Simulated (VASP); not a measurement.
# Zn7O8 (a cell with a defect) in VASP: single point with PBE

Aim: the single point of Zn7O8 (a cell with a defect) with PBE.

Everything below comes from runs of VASP 6.6.1. Logs are shortened: lines on timing, memory, paths and dates and some standing lists are left out, and cuts for length are marked.

## (1) The cell of the first run

The cell holds a defect, 15 atoms: a = 5.293 Å, b = 6.559 Å, c = 6.559 Å, α = 120.00°, β = 90.00°, γ = 90.00°.

## (2) Single point, PBE, collinear spin (atoms taken out, then relaxed in part)

The input, INCAR:

```
PREC = Accurate ; ENCUT = 520
EDIFF = 1E-6 ; ISMEAR = 0
SIGMA = 0.01 ; LREAL = F
LASPH = T ; NELM = 200
ALGO = Normal ; ISIF = 2
LWAVE = F ; LCHARG = F
ISPIN = 2 ; MAGMOM = 0 0 0 0 0 0 0 0.25 0.25 0.25 0 0.25 0 0 0
LORBIT = 11 ; GGA = PE
NELECT = 133.0 ; NBANDS = 83
GGA_COMPAT = F
```

The input, KPOINTS:

```
regular mesh
0
Gamma
  3 3 3
```

The input, POSCAR:

```
Zn7O8
1.0
    0.0000000000      0.0000000000     -5.2932739833
    3.2794860218     -5.6802364126      0.0000000000
   -6.5589720437      0.0000000000      0.0000000000
Zn O
7 8
Direct
    0.5017234064      0.6628264616      0.3293638415
    0.5016996229      0.1670504706      0.8337358532
    0.5016942058      0.6627366631      0.8335380535
   -0.0035041856      0.3265132422      0.1701472855
   -0.0034581904      0.8398028842      0.1699715299
   -0.0035173021      0.3264114139      0.6566982649
    0.0019380368      0.8309485440      0.6655971957
    0.6298657993      0.3438436558      0.1526586066
    0.6299498216      0.8048419418      0.1524612158
    0.6298576135      0.3437920380      0.6915204533
    0.6202662404      0.8308899352      0.6655361729
    0.0986438024      0.1641987558      0.3322664194
    0.1226475260      0.6649037199      0.3335299165
    0.1226224726      0.1629785102      0.8316908511
    0.1226460048      0.6648276696      0.8315361098
```

Potentials or basis: VASP PAW PBE potentials, release 64 (Zn, O).

On the command line:

```bash
$ cat potpaw_PBE.64/Zn/POTCAR potpaw_PBE.64/O/POTCAR > POTCAR
$ mpirun -np 1 vasp_std > vasp.out
```

OUTCAR:

```text
PREC = Accurate
   ENCUT = 520
   EDIFF = 1E-6
   ISMEAR = 0
   LREAL = F
   LASPH = T
   NELM = 200
   ISIF = 2
   ISPIN = 2
   LORBIT = 11
   GGA = PE
   NELECT = 133.0

 ion  position               nearest neighbor table
   1  0.502  0.663  0.329-   9 1.94   8 1.94  13 2.01  11 2.01
   2  0.502  0.167  0.834-   8 1.94  10 1.94  14 2.01  11 2.01
   3  0.502  0.663  0.834-  10 1.94   9 1.94  15 2.01  11 2.01
   4  0.996  0.327  0.170-  12 1.92   8 1.95  13 2.04  14 2.04
   5  0.997  0.840  0.170-  12 1.92   9 1.95  15 2.04  13 2.04
   6  0.996  0.326  0.657-  12 1.92  10 1.95  15 2.04  14 2.04
   7  0.002  0.831  0.666-  14 1.99  15 1.99  13 1.99  11 2.02
   8  0.630  0.344  0.153-   2 1.94   1 1.94   4 1.95
   9  0.630  0.805  0.152-   1 1.94   3 1.94   5 1.95
  10  0.630  0.344  0.692-   2 1.94   3 1.94   6 1.95
  11  0.620  0.831  0.666-   3 2.01   2 2.01   1 2.01   7 2.02
  12  0.099  0.164  0.332-   5 1.92   4 1.92   6 1.92
  13  0.123  0.665  0.334-   7 1.99   1 2.01   4 2.04   5 2.04
  14  0.123  0.163  0.832-   7 1.99   2 2.01   6 2.04   4 2.04
  15  0.123  0.665  0.832-   7 1.99   3 2.01   6 2.04   5 2.04

  LATTYP: Found a hexagonal cell.
 ALAT       =     6.5589720437
 C/A-ratio  =     0.8070279837

  Lattice vectors:

 A1 = (   3.2794860218,  -5.6802364126,   0.0000000000)
 A2 = (  -6.5589720437,   0.0000000000,   0.0000000000)
 A3 = (   0.0000000000,   0.0000000000,  -5.2932739833)

Analysis of symmetry for initial positions (statically):
=====================================================================
 Subroutine PRICEL returns:
 Original cell was already a primitive cell.

 Routine SETGRP: Setting up the symmetry group for a
 hexagonal supercell.

 Subroutine GETGRP returns: Found  1 space group operations
 (whereof  1 operations were pure point group operations)
 out of a pool of 24 trial point group operations.

The static configuration has the point symmetry C_1 .

Analysis of symmetry for dynamics (positions and initial velocities):
=====================================================================
 Subroutine PRICEL returns:
 Original cell was already a primitive cell.

 Routine SETGRP: Setting up the symmetry group for a
 hexagonal supercell.

 Subroutine GETGRP returns: Found  1 space group operations
 (whereof  1 operations were pure point group operations)
 out of a pool of 24 trial point group operations.

The dynamic configuration has the point symmetry C_1 .

Analysis of structural, dynamic, and magnetic symmetry:
=====================================================================
 Subroutine PRICEL returns:
 Original cell was already a primitive cell.

 Routine SETGRP: Setting up the symmetry group for a
 hexagonal supercell.

 Subroutine GETGRP returns: Found  1 space group operations
 (whereof  1 operations were pure point group operations)
 out of a pool of 24 trial point group operations.

The overall configuration has the point symmetry C_1 .

 Subroutine INISYM returns: Found  1 space group operations
 (whereof  1 operations are pure point group operations),
 and found     1 'primitive' translations

----------------------------------------------------------------------------------------

                                     Primitive cell

  volume of cell :     197.2089

  direct lattice vectors                    reciprocal lattice vectors
     0.000000000  0.000000000 -5.293273983     0.000000000  0.000000000 -0.188918995
     3.279486022 -5.680236413  0.000000000     0.000000000 -0.176049011  0.000000000
    -6.558972044  0.000000000  0.000000000    -0.152462915 -0.088024505  0.000000000

  length of vectors
     5.293273983  6.558972044  6.558972044     0.188918995  0.176049011  0.176049011

  position of ions in fractional coordinates (direct lattice)
     0.501723406  0.662826462  0.329363841
     0.501699623  0.167050471  0.833735853
     0.501694206  0.662736663  0.833538054
     0.996495814  0.326513242  0.170147286
     0.996541810  0.839802884  0.169971530
     0.996482698  0.326411414  0.656698265
     0.001938037  0.830948544  0.665597196
     0.629865799  0.343843656  0.152658607
     0.629949822  0.804841942  0.152461216
     0.629857614  0.343792038  0.691520453
     0.620266240  0.830889935  0.665536173
     0.098643802  0.164198756  0.332266419
     0.122647526  0.664903720  0.333529916
     0.122622473  0.162978510  0.831690851
     0.122646005  0.664827670  0.831536110

  ion indices of the primitive-cell ions
[... 57 lines left out ...]
  0.333333  0.333333  0.333333      2.000000
  0.333333 -0.333333 -0.333333      2.000000
   k-points           NKPTS =     14   k-points in BZ     NKDIM =     14   number of bands    NBANDS=     83
   number of dos      NEDOS =    301   number of ions     NIONS =     15
   total plane-waves  NPLWV = 100000
   dimension x,y,z NGX =    40 NGY =   50 NGZ =   50
   dimension x,y,z NGXF=    80 NGYF=  100 NGZF=  100
   ions per type =               7   8
   NGX,Y,Z   is equivalent  to a cutoff of  12.56, 12.67, 12.67 a.u.
   NGXF,Y,Z  is equivalent  to a cutoff of  25.13, 25.35, 25.35 a.u.
 SYSTEM =  unknown system
   PREC   = accura    normal or accurate (medium, high low for compatibility)
   ISTART =      0    job   : 0-new  1-cont  2-samecut
   ICHARG =      2    charge: 1-file 2-atom 10-const
   ISPIN  =      2    spin polarized calculation?
   LNONCOLLINEAR =      F non collinear calculations
   LSORBIT =      F    spin-orbit coupling
   LASPH  =      T    aspherical Exc in radial PAW
   ENCUT  =  520.0 eV  38.22 Ry    6.18 a.u.   9.84 12.20 12.20*2*pi/ulx,y,z
   NELM   =    200;   NELMIN=  2; NELMDL= -5     # of ELM steps
   EDIFF  = 0.1E-05   stopping-criterion for ELM
   LREAL  =      F    real-space projection
   EDIFFG = 0.1E-04   stopping-criterion for IOM
   NSW    =      0    number of steps for IOM
   IBRION =     -1    ionic relax: 0-MD 1-quasi-New 2-CG
   NFREE  =      0    steps in history (QN), initial steepest desc. (CG)
   ISIF   =      2    stress and relaxation
   ISYM   =      2    0-nonsym 1-usesym 2-fastsym
   POTIM  = 0.5000    time-step for ionic-motion
   TEBEG  =    0.0;   TEEND  =   0.0 temperature during run
   PSTRESS=    0.0 pullay stress
   NELECT =     133.0000    total number of electrons
   NUPDOWN=      -1.0000    fix difference up-down
   EMIN   =  10.00;   EMAX   =-10.00  energy-range for DOS
   EFERMI =   0.00;   METHOD = LEGACY
   ISMEAR =     0;   SIGMA  =   0.01  broadening in eV -4-tet -1-fermi 0-gaus
   EFERMI_NEDOS =   21; number of points for ismear=-14 and -15
   IALGO  =     38    algorithm
   IMIX   =      4    mixing-type and parameters
     AMIX     =   0.40;   BMIX     =  1.00
     AMIX_MAG =   1.60;   BMIX_MAG =  1.00
  volume/ion in A,a.u.               =      13.15        88.72
  Fermi-wavevector in a.u.,A,eV,Ry     =   1.435654  2.712993 28.043010  2.061103
  Thomas-Fermi vector in A             =   2.554929
   LORBIT       =     11    0 simple, 1 ext, 2 COOP (PROOUT), +10 PAW based schemes
   GGA     = PE    functional components
   LHFCALC =     F    Hartree Fock is set to
   AEXX    =    0.0000 exact exchange contribution
   IVDW    =     0    specifies the selected vdW correction
   LEPSILON=     F    determine dielectric tensor
   LRPA    =     F    only Hartree local field effects (RPA)
 spin polarized calculation
 Gauss-broadening in eV      SIGMA  =   0.01
  energy-cutoff  :      520.00
  volume of cell :      197.21
 maximum number of plane-waves:      5328
 NGX is ok and might be reduce to    40
   NGX = 19   NGY = 25   NGZ = 25

 number of electron     133.0000020 magnetization       1.0001506

 Free energy of the ion-electron system (eV)
  ---------------------------------------------------
  ext. energy  EPLUGINS =         0.00000000
  ---------------------------------------------------
  free energy    TOTEN  =       -64.91363761 eV

  energy without entropy =      -64.91363461  energy(sigma->0) =      -64.91363611

 E-fermi :   0.3421     XC(G=0): -10.2729

 val. band max:        0.3198792919   @ k =   0.0000   0.0000   0.0000
 cond. band min:       0.3644036193   @ k =   0.0000   0.3333   0.3333
 fundamental gap:      0.0445243275
 Fermi energy:         0.3421131747

 spin component 1

 k-point     1 :       0.0000    0.0000    0.0000
  band No.  band energies     occupation
      1     -17.5722      1.00000
      2     -17.0252      1.00000
      3     -16.9622      1.00000
      4     -16.9621      1.00000
      5     -16.7930      1.00000
      6     -16.5816      1.00000
[... 1123 lines left out ...]
     77       8.6649      0.00000
     78       9.1643      0.00000
 Fermi energy:         0.3421131747

 spin component 2

 k-point     1 :       0.0000    0.0000    0.0000
  band No.  band energies     occupation
      1     -17.4976      1.00000
      2     -16.9889      1.00000
      3     -16.9167      1.00000
      4     -16.9165      1.00000
      5     -16.4979      1.00000
      6     -16.2319      1.00000
[... 1123 lines left out ...]
     77       8.6953      0.00000
     78       9.1757      0.00000
 [bands above 78 left out]

------------------------ aborting loop because EDIFF is reached ----------------------------------------

  FORCE on cell =-STRESS in cart. coord.  units (eV):
  Direction    XX          YY          ZZ          XY          YZ          ZX
  --------------------------------------------------------------------------------------
  -------------------------------------------------------------------------------------
  Total        6.8656447      6.8695041      7.6459086      0.0024749      0.0027555      0.0020813
  in kB       55.7783089     55.8096637     62.1173788      0.0201067      0.0223860      0.0169087
  external PRESSURE =      57.9017838 kB  Pullay stress =       0.0000000 kB

 VOLUME and BASIS-vectors are now :
 -----------------------------------------------------------------------------
  energy-cutoff  :      520.00
  volume of cell :      197.21
      direct lattice vectors                 reciprocal lattice vectors
     0.000000000  0.000000000 -5.293273983     0.000000000  0.000000000 -0.188918995
     3.279486022 -5.680236413  0.000000000     0.000000000 -0.176049011  0.000000000
    -6.558972044  0.000000000  0.000000000    -0.152462915 -0.088024505  0.000000000

 POSITION                                       TOTAL-FORCE (eV/Angst)
 -----------------------------------------------------------------------------------
      0.01344     -3.76501     -2.65576        -0.024130     -0.015180      0.020516
     -4.92061     -0.94889     -2.65563         0.000861      0.029176      0.020537
     -3.29372     -3.76450     -2.65560         0.023683     -0.014626      0.019635
     -0.04520     -1.85467     -5.27473         0.024086     -0.011459     -0.016122
      1.63928     -4.77028     -5.27497        -0.000673      0.030013     -0.016393
     -3.23680     -1.85409     -5.27466        -0.023386     -0.012298     -0.016162
     -1.64055     -4.71998     -0.01026         0.000410      0.000798      0.012883
      0.12635     -1.95311     -3.33405        -0.051499      0.027954      0.014621
      1.63948     -4.57169     -3.33450        -0.000857     -0.059368      0.016469
     -3.40820     -1.95282     -3.33401         0.051930      0.028773      0.014497
     -1.64034     -4.71965     -3.28324        -0.000363      0.000535      0.003570
     -1.64084     -0.93269     -0.52215         0.000053     -0.002555     -0.083274
     -0.00707     -3.77681     -0.64921         0.025244      0.014291      0.002869
     -4.92055     -0.92576     -0.64907         0.000396     -0.030139      0.002893
     -3.27373     -3.77638     -0.64920        -0.025757      0.014084      0.003462
 -----------------------------------------------------------------------------------
    total drift:                                0.000427     -0.001603     -0.001671

  FREE ENERGIE OF THE ION-ELECTRON SYSTEM (eV)
  ---------------------------------------------------
  free  energy   TOTEN  =       -64.9136376066 eV

  energy  without entropy=      -64.9136346061  energy(sigma->0) =      -64.91363611

 total charge

# of ion       s       p       d       tot
------------------------------------------
    1        0.471   0.502   9.891  10.864
    2        0.471   0.503   9.891  10.864
    3        0.471   0.503   9.891  10.864
    4        0.468   0.491   9.889  10.848
    5        0.468   0.491   9.889  10.848
    6        0.468   0.491   9.889  10.848
    7        0.461   0.474   9.897  10.832
    8        1.562   3.407   0.000   4.969
    9        1.562   3.407   0.000   4.969
   10        1.562   3.407   0.000   4.969
   11        1.552   3.446   0.000   4.998
   12        1.553   3.441   0.000   4.994
   13        1.552   3.445   0.000   4.997
   14        1.552   3.445   0.000   4.997
   15        1.552   3.445   0.000   4.997
--------------------------------------------------
tot         15.727  30.895  69.237 115.859

 magnetization (x)

# of ion       s       p       d       tot
------------------------------------------
    1       -0.005  -0.002   0.029   0.022
    2       -0.005  -0.002   0.029   0.022
    3       -0.005  -0.002   0.029   0.022
    4       -0.003  -0.002   0.022   0.017
    5       -0.003  -0.002   0.022   0.017
    6       -0.003  -0.002   0.022   0.017
    7       -0.001  -0.001   0.003   0.001
    8        0.003   0.206   0.000   0.209
    9        0.003   0.206   0.000   0.209
   10        0.003   0.206   0.000   0.209
   11       -0.000   0.020   0.000   0.020
   12        0.001   0.067   0.000   0.068
   13       -0.000   0.017   0.000   0.016
   14       -0.000   0.017   0.000   0.016
   15       -0.000   0.017   0.000   0.016
--------------------------------------------------
tot         -0.015   0.742   0.158   0.885
```

Wall time 13 min (1 thread of Oxide Virtual Turin-like, shared host); peak memory 0.53 GiB.

Results:

| Quantity | Value |
| --- | --- |
| Free energy | -64.9136 eV |
| Largest force | 0.083 eV/Å |
| Net moment | 1.00 μB per cell |
| Site moments | Zn +0.02, +0.00 (each value once); O +0.21, +0.02, +0.07 (each value once) μB |
| Valence electrons inside the program's atomic spheres | Zn 10.86, 10.85, 10.83 (each value once); O 4.97, 5.00, 4.99 (each value once) |

Forces in eV/Å, atoms in the order of the input:
```
Zn  -0.024 -0.015  0.021
Zn   0.001  0.029  0.021
Zn   0.024 -0.015  0.020
Zn   0.024 -0.011 -0.016
Zn  -0.001  0.030 -0.016
Zn  -0.023 -0.012 -0.016
Zn   0.000  0.001  0.013
O   -0.051  0.028  0.015
O   -0.001 -0.059  0.016
O    0.052  0.029  0.014
O    0.000  0.001  0.004
O    0.000 -0.003 -0.083
O    0.025  0.014  0.003
O    0.000 -0.030  0.003
O   -0.026  0.014  0.003
```

Levels at points of the mesh, in eV from the Fermi level:
Spin up:
```csv
k point,band 65,band 66,band 67,band 68,band 69,band 70
"(0.00, 0.00, 0.00)",-0.11,-0.11,-0.02,1.13,5.31,5.80
```
Spin down:
| k point | band 62 | band 63 | band 64 | band 65 | band 66 | band 67 | band 68 | band 69 | band 70 | band 71 |
| --- | --- | --- | --- | --- | --- | --- | --- | --- | --- | --- |
| (0.00, 0.00, 0.00) | -0.57 | -0.51 | -0.51 | 0.07 | 0.23 | 0.23 | 1.17 | 5.32 | 5.84 | 5.85 |

Caveat: the k points lie up to 0.40 Å⁻¹ apart; the cell carries a net charge on a neutralising background, which shifts energy and pressure; the cell differs from its parent crystal (atoms taken out, then relaxed in part); the cell is charged against a uniform background, so pressure and absolute levels hang on convention.
